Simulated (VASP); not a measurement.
Runs of VASP 6.6.1 on TaN (sol). The structure is that of space group P-62m (No. 189), or close to it. The cells are those of the table. 

```csv
task,cell,k mesh,cutoff (eV),smearing,gap on the mesh (eV),pressure (GPa),relaxed volume (Å³/atom),largest force (eV/Å)
single point,"a = 5.208, b = 5.208, c = 2.915 Å, angles 90.0, 90.0, 120.0°, 6 atoms",6 × 6 × 6,520,gaussian 0.1 eV,none,-4.8,-,0.05
relaxation of cell and atoms,"relaxed from a = 5.178, b = 5.178, c = 2.896 Å, angles 90.0, 90.0, 120.0°, 6 atoms",9 × 9 × 12,600,fermi-dirac 0.15 eV,none,0.0,11.24,-
single point,"a = 5.178, b = 5.178, c = 2.896 Å, angles 90.0, 90.0, 120.0°, 6 atoms",9 × 9 × 12,520,gaussian 0.1 eV,none,1.0,-,(a)
single point,"a = 5.179, b = 5.179, c = 2.895 Å, angles 90.0, 90.0, 120.0°, 6 atoms",9 × 9 × 12,520,fermi-dirac 0.15 eV,none,1.0,-,-
relaxation of cell and atoms,"relaxed from a = 5.208, b = 5.208, c = 2.915 Å, angles 90.0, 90.0, 120.0°, 6 atoms",9 × 9 × 12,600,gaussian 0.1 eV,none,0.0,11.24,-
```

Alike in all rows: level PBEsol; potentials or basis VASP PAW PBE potentials, release 64 (Ta_pv, N); no spin polarisation.

**Question.** Fill in the values left out.

**Answer.** (a) 0.01.

Caveats: the PAW data sets were made with another functional, which shifts forces and pressure a little; spin-orbit coupling is left out, which moves the levels of the heavy elements.

A k mesh can miss the band edges, and the runs leave out spin-orbit coupling on Ta.

A gap of «none» marks levels without a gap at the run's occupations.
